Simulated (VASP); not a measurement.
A run of VASP 6.6.1:

The input INCAR:

```
SYSTEM = Ge
ALGO = Normal
EDIFF = 1E-7
ENCUT = 520
GGA = PE
ISIF = 2
ISMEAR = -1
LASPH = .True.
LCHARG = .True.
LELF = .True.
LREAL = .False.
LVHAR = .True.
LWAVE = .False.
NBANDS = 21
NELM = 60
PREC = Accurate
SIGMA = 0.05
```

KPOINTS

```
k-points
0
Gamma
  7 7 7
  0 0 0
```

File POSCAR:

```
Ge
1.0
    0.0000000000      2.8289100000      2.7723318000
    2.8289100000      0.0000000000      2.7723318000
    2.8289100000      2.8289100000      0.0000000000
Ge
2
Direct
    0.7500000000      0.7500000000      0.7500000000
    0.5000000000      0.5000000000      0.5000000000
```

Potentials or basis: VASP PAW PBE potentials, release 64 (Ge_d).

Command:

```bash
$ cat potpaw_PBE.64/Ge_d/POTCAR > POTCAR
$ mpirun -np 1 vasp_std > vasp.out
```

Hardware: 1 thread of Intel(R) Xeon(R) 6975P-C (Granite Rapids) (shared host).

**Question.** How long does it take, and how much memory?

**Answer.** Wall time 23 s on 1 thread of Intel(R) Xeon(R) 6975P-C (Granite Rapids) (shared host), peak memory 0.17 GiB. Counts: scf iterations 13, k points 40.
